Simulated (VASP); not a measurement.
# Au (Fm-3m) in VASP: notebook, part 2 of 2

VASP 6.6.1.

## Step 4: Relaxation of cell and atoms, PBEsol, target pressure 40 GPa, at which the enthalpy is minimised

Input file INCAR:

```
PREC = Accurate
ENCUT = 500
EDIFF = 1E-7
ISMEAR = 0
SIGMA = 0.1
LREAL = False
LASPH = True
NELM = 120
ALGO = Normal
ISIF = 3
LWAVE = False
LCHARG = False
GGA = PS
IBRION = 2
NSW = 80
EDIFFG = -0.01
PSTRESS = 400.0
GGA_COMPAT = False
NELMIN = 4
```

Input file KPOINTS:

```
Automatic mesh
0
Gamma
  10 10 10
```

Input file POSCAR:

```
Au
1.0
    0.0000000000      2.0350000000      2.0350000000
    2.0350000000      0.0000000000      2.0350000000
    2.0350000000      2.0350000000      0.0000000000
Au
1
Direct
    0.0000000000      0.0000000000      0.0000000000
```

Launch:

```sh
$ cat potpaw_PBE.64/Au/POTCAR > POTCAR
$ mpirun -np 1 vasp_std > vasp.out
```

It took 1.8 min on 1 thread of Intel Xeon 8259CL, shared host; peak memory 0.16 GiB.

It converged, with:

```yaml
Free_energy: -3.6509 eV
Relaxed_volume: 14.65 Å³/atom
Relaxed_cell: a = 2.746 Å, b = 2.746 Å, c = 2.746 Å, α = 60.00°, β = 60.00°, γ = 60.00°
Space_group_after_relaxing_to_0.05_Å: Fm-3m (No. 225)
Energy_change_on_relaxing_the_enthalpy_is_what_falls: +250.6 meV/atom
Ionic_steps: 16
Pressure_after_relaxing: 40.0 GPa
```

The path:
```tsv
step	energy change (eV)	largest force (eV/Å)	pressure (GPa)	volume (Å³)
1	0.0000	0.0000	1.90	16.85
2	8.9107	0.0000	685.86	8.85
3	0.1653	0.0000	30.63	15.03
4	0.2009	0.0000	34.67	14.86
5	0.2521	0.0000	40.16	14.64
6	0.2417	0.0000	39.07	14.68
7	0.2425	0.0000	39.15	14.68
8	0.2449	0.0000	39.40	14.67
9	0.2449	0.0000	39.40	14.67
10	0.2450	0.0000	39.42	14.67
11	0.2453	0.0000	39.44	14.67
12	0.2458	0.0000	39.49	14.67
13	0.2468	0.0000	39.60	14.66
14	0.2488	0.0000	39.81	14.65
15	0.2529	0.0000	40.24	14.64
16	0.2506	0.0000	40.00	14.65
```

Final structure:
```
CELL_PARAMETERS angstrom
0.00000 1.94191 1.94191
1.94191 0.00000 1.94191
1.94191 1.94191 0.00000
ATOMIC_POSITIONS crystal
Au 0.00000 0.00000 0.00000
```

Levels at points of the mesh, in eV from the Fermi level:
| k point | band 3 | band 4 | band 5 | band 6 | band 7 | band 8 | band 9 |
| --- | --- | --- | --- | --- | --- | --- | --- |
| (0.00, 0.00, 0.00) | -5.61 | -5.61 | -3.61 | -3.61 | 14.15 | 19.04 | 19.04 |
| (0.50, 0.00, 0.00) | -5.67 | -2.05 | -2.05 | -1.78 | 3.96 | 13.64 | 18.17 |
| (0.50, 0.50, 0.00) | -2.09 | -1.62 | -1.62 | 0.51 | 7.10 | 10.36 | 10.36 |

Caveat: the cell is relaxed towards a set pressure, so the enthalpy falls and the energy may rise; the PAW data sets were made with another functional, which shifts forces and pressure a little; spin-orbit coupling is left out, which moves the levels of the heavy elements.

## Step 5: Relaxation of cell and atoms, PBEsol, target pressure 60 GPa, at which the enthalpy is minimised

Input file INCAR:

```
SYSTEM = Au
PREC     = Accurate       ! precision mode
ENCUT    = 500            ! plane-wave cutoff, eV
EDIFF    = 1E-7           ! SCF threshold, eV
ISMEAR   = 0              ! smearing method
SIGMA    = 0.1            ! smearing width, eV
LREAL    = .False.        ! projectors in reciprocal space
LASPH    = .True.         ! aspherical terms in the spheres
NELM     = 120            ! most SCF steps
ALGO     = Normal         ! electronic algorithm
ISIF     = 3              ! what is computed and relaxed
LWAVE    = .False.        ! write WAVECAR
LCHARG   = .False.        ! write CHGCAR
GGA      = PS             ! functional
IBRION   = 2              ! ionic algorithm
NSW      = 80             ! ionic steps
EDIFFG   = -0.01          ! ionic threshold
PSTRESS  = 600.0        
GGA_COMPAT= .False.      
NELMIN   = 4
```

Input file KPOINTS:

```
Automatic mesh
0
Gamma
  10 10 10
  0 0 0
```

POSCAR is that of step 4.

Potentials or basis: VASP PAW PBE potentials, release 64 (Au).

Launch:

```sh
$ cat potpaw_PBE.64/Au/POTCAR > POTCAR
$ mpirun -np 1 vasp_std > vasp.out
```

OUTCAR:

```text
SYSTEM = Au
   PREC = Accurate
   ENCUT = 500
   EDIFF = 1E-7
   ISMEAR = 0
   LREAL = .False.
   LASPH = .True.
   NELM = 120
   ISIF = 3
   GGA = PS
   IBRION = 2
   NSW = 80
   EDIFFG = -0.01
   PSTRESS = 600.0
   NELMIN = 4

 ion  position               nearest neighbor table
   1  0.000  0.000  0.000-

  LATTYP: Found a face centered cubic cell.
 ALAT       =     4.0700000000

  Lattice vectors:

 A1 = (   0.0000000000,   2.0350000000,   2.0350000000)
 A2 = (   2.0350000000,   0.0000000000,   2.0350000000)
 A3 = (   2.0350000000,   2.0350000000,   0.0000000000)

Analysis of symmetry for initial positions (statically):
=====================================================================
 Subroutine PRICEL returns:
 Original cell was already a primitive cell.

 Routine SETGRP: Setting up the symmetry group for a
 face centered cubic supercell.

 Subroutine GETGRP returns: Found 48 space group operations
 (whereof 48 operations were pure point group operations)
 out of a pool of 48 trial point group operations.

The static configuration has the point symmetry O_h .

Analysis of symmetry for dynamics (positions and initial velocities):
=====================================================================
 Subroutine PRICEL returns:
 Original cell was already a primitive cell.

 Routine SETGRP: Setting up the symmetry group for a
 face centered cubic supercell.

 Subroutine GETGRP returns: Found 48 space group operations
 (whereof 48 operations were pure point group operations)
 out of a pool of 48 trial point group operations.

The dynamic configuration has the point symmetry O_h .

 Subroutine INISYM returns: Found 48 space group operations
 (whereof 48 operations are pure point group operations),
 and found     1 'primitive' translations

----------------------------------------------------------------------------------------

                                     Primitive cell

  volume of cell :      16.8548

  direct lattice vectors                    reciprocal lattice vectors
     0.000000000  2.035000000  2.035000000    -0.245700246  0.245700246  0.245700246
     2.035000000  0.000000000  2.035000000     0.245700246 -0.245700246  0.245700246
[... 91 lines left out ...]
   POTIM  = 0.5000    time-step for ionic-motion
   TEBEG  =    0.0;   TEEND  =   0.0 temperature during run
   PSTRESS=  600.0 pullay stress
   NELECT =      11.0000    total number of electrons
   NUPDOWN=      -1.0000    fix difference up-down
   EMIN   =  10.00;   EMAX   =-10.00  energy-range for DOS
   EFERMI =   0.00;   METHOD = LEGACY
   ISMEAR =     0;   SIGMA  =   0.10  broadening in eV -4-tet -1-fermi 0-gaus
   EFERMI_NEDOS =   21; number of points for ismear=-14 and -15
   IALGO  =     38    algorithm
   IMIX   =      4    mixing-type and parameters
     AMIX     =   0.40;   BMIX     =  1.00
     AMIX_MAG =   1.60;   BMIX_MAG =  1.00
  volume/ion in A,a.u.               =      16.85       113.74
  Fermi-wavevector in a.u.,A,eV,Ry     =   1.420032  2.683470 27.436005  2.016489
  Thomas-Fermi vector in A             =   2.540990
   LORBIT       =      0    0 simple, 1 ext, 2 COOP (PROOUT), +10 PAW based schemes
   GGA     = PS    functional components
   LHFCALC =     F    Hartree Fock is set to
   AEXX    =    0.0000 exact exchange contribution
   IVDW    =     0    specifies the selected vdW correction
   LEPSILON=     F    determine dielectric tensor
   LRPA    =     F    only Hartree local field effects (RPA)
 conjugate gradient relaxation of ions
 non-spin polarized calculation
 Gauss-broadening in eV      SIGMA  =   0.10
  energy-cutoff  :      500.00
  volume of cell :       16.85
 maximum number of plane-waves:       444
 NGX is ok and might be reduce to    24
   NGX = 11   NGY = 11   NGZ = 11

--------------------------------------- Ionic step        1  -------------------------------------------

 number of electron      10.9999999 magnetization

 Free energy of the ion-electron system (eV)
  ---------------------------------------------------
  ext. energy  EPLUGINS =         0.00000000
  ---------------------------------------------------
  free energy    TOTEN  =        -3.90155724 eV

  energy without entropy =       -3.89912812  energy(sigma->0) =       -3.90034268

 E-fermi :   9.4359     XC(G=0): -12.9496

 val. band max:        9.3065128799   @ k =   0.5000   0.2000   0.1000
 cond. band min:       9.4830614454   @ k =   0.5000   0.1000   0.0000
 fundamental gap:      0.1765485656
 Fermi energy:         9.4358985266

 k-point     1 :       0.0000    0.0000    0.0000
  band No.  band energies     occupation
      1      -0.5751      2.00000
      2       4.7279      2.00000
      3       4.7279      2.00000
      4       4.7279      2.00000
      5       6.2891      2.00000
      6       6.2891      2.00000
      7      23.9468      0.00000
      8      28.0070      0.00000
      9      28.0070      0.00000
[... 571 lines left out ...]
--------------------------------------- Ionic step        9  -------------------------------------------

 number of electron      11.0000001 magnetization

 Free energy of the ion-electron system (eV)
  ---------------------------------------------------
  ext. energy  EPLUGINS =         0.00000000
  ---------------------------------------------------
  free energy    TOTEN  =        -3.44447689 eV

  energy without entropy =       -3.44135674  energy(sigma->0) =       -3.44291681

 E-fermi :  13.0461     XC(G=0): -14.0855

 val. band max:       13.0269362209   @ k =  -0.2000   0.3000   0.1000
 cond. band min:      13.2793761169   @ k =   0.5000   0.3000   0.1000
 fundamental gap:      0.2524398960
 Fermi energy:        13.0461007350

 k-point     1 :       0.0000    0.0000    0.0000
  band No.  band energies     occupation
      1       0.7466      2.00000
      2       7.0552      2.00000
      3       7.0552      2.00000
      4       7.0552      2.00000
      5       9.2157      2.00000
      6       9.2157      2.00000
      7      26.9787      0.00000
      8      32.1433      0.00000
      9      32.1433      0.00000
[... 308 lines left out ...]
  energy  without entropy=       -3.4413567398  energy(sigma->0) =       -3.44291681

  enthalpy is  TOTEN    =         1.7903277883 eV   P V=        5.2348046770

 reached required accuracy - stopping structural energy minimisation
```

OSZICAR:

```text
N       E                     dE             d eps       ncg     rms          rms(c)
DAV:   1     0.393634894130E+02    0.39363E+02   -0.55814E+03   936   0.104E+03
DAV:   2    -0.392164842787E+01   -0.43285E+02   -0.40963E+02   882   0.192E+02
DAV:   3    -0.424070250715E+01   -0.31905E+00   -0.31890E+00  1007   0.179E+01
DAV:   4    -0.424156206845E+01   -0.85956E-03   -0.85955E-03   980   0.967E-01
[... 78 lines left out ...]
DAV:   1    -0.344508034785E+01    0.12064E-01   -0.13708E-02   864   0.137E+00    0.181E-01
DAV:   2    -0.344452058535E+01    0.55976E-03   -0.15057E-03   851   0.401E-01    0.917E-02
DAV:   3    -0.344447555368E+01    0.45032E-04   -0.19884E-04   871   0.139E-01    0.492E-02
DAV:   4    -0.344447687466E+01   -0.13210E-05   -0.55292E-06   900   0.222E-02    0.868E-04
DAV:   5    -0.344447688877E+01   -0.14111E-07   -0.76945E-08   681   0.300E-03
   9 F= 0.17903278E+01 E0= 0.17918879E+01  d E =-.758359E-05
```

Run time: 81 s. Hardware: 1 thread of Intel Xeon 8259CL, shared host; peak memory 0.17 GiB.

Results:

* Free energy: -3.4445 eV
* Relaxed volume: 13.98 Å³/atom
* Relaxed cell: a = 2.704 Å, b = 2.704 Å, c = 2.704 Å, α = 60.00°, β = 60.00°, γ = 60.00°
* Space group after relaxing (to 0.05 Å): Fm-3m (No. 225)
* Energy change on relaxing (the enthalpy is what falls): +457.1 meV/atom
* Ionic steps: 9
* Pressure after relaxing: 60.0 GPa

Step by step:
```
step  energy change (eV)  largest force (eV/Å)  pressure (GPa)  volume (Å³)
   1              0.0000                0.0000            1.90        16.85
   2             36.6002                0.0000         2869.35         5.91
   3              0.0347                0.0000           12.30        16.04
   4              0.0978                0.0000           22.22        15.45
   5              0.5705                0.0000           70.12        13.70
   6              0.4405                0.0000           58.49        14.02
   7              0.4602                0.0000           60.29        13.97
   8              0.4444                0.0000           58.86        14.01
   9              0.4571                0.0000           60.01        13.98
```

Final structure:
```cif
data_structure
_symmetry_space_group_name_H-M 'P 1'
_symmetry_Int_Tables_number 1
_cell_length_a 2.7039
_cell_length_b 2.7039
_cell_length_c 2.7039
_cell_angle_alpha 60.000
_cell_angle_beta 60.000
_cell_angle_gamma 60.000
_cell_volume 13.98
loop_
_atom_site_label
_atom_site_type_symbol
_atom_site_fract_x
_atom_site_fract_y
_atom_site_fract_z
_atom_site_occupancy
Au1 Au 0.00000 0.00000 0.00000 1
```

Caveat: the cell is relaxed towards a set pressure, so the enthalpy falls and the energy may rise; the volume moved by over 15 % at a fixed basis, so the end points are rough; the PAW data sets were made with another functional, which shifts forces and pressure a little; spin-orbit coupling is left out, which moves the levels of the heavy elements.

## Step 6: The runs side by side

| cell | gap on the mesh (eV) | pressure (GPa) |
| --- | --- | --- |
| relaxed | none | 0.0 |
| relaxed to 20 GPa | none | 20.0 |
| relaxed to 40 GPa | none | 40.0 |
| relaxed to 60 GPa | none | 60.0 |

Alike in all rows: task relaxation of cell and atoms; level PBEsol; potentials or basis VASP PAW PBE potentials, release 64 (Au); no spin polarisation; k mesh 10 × 10 × 10; cutoff (eV) 500; smearing gaussian 0.1 eV.

Caveats: the PAW data sets were made with another functional, which shifts forces and pressure a little; spin-orbit coupling is left out, which moves the levels of the heavy elements; the cell is relaxed towards a set pressure, so the enthalpy falls and the energy may rise (some runs); the volume moved by over 15 % at a fixed basis, so the end points are rough (some runs).

Total energies depend on the potentials used, so only differences within one code and one set of settings carry meaning.
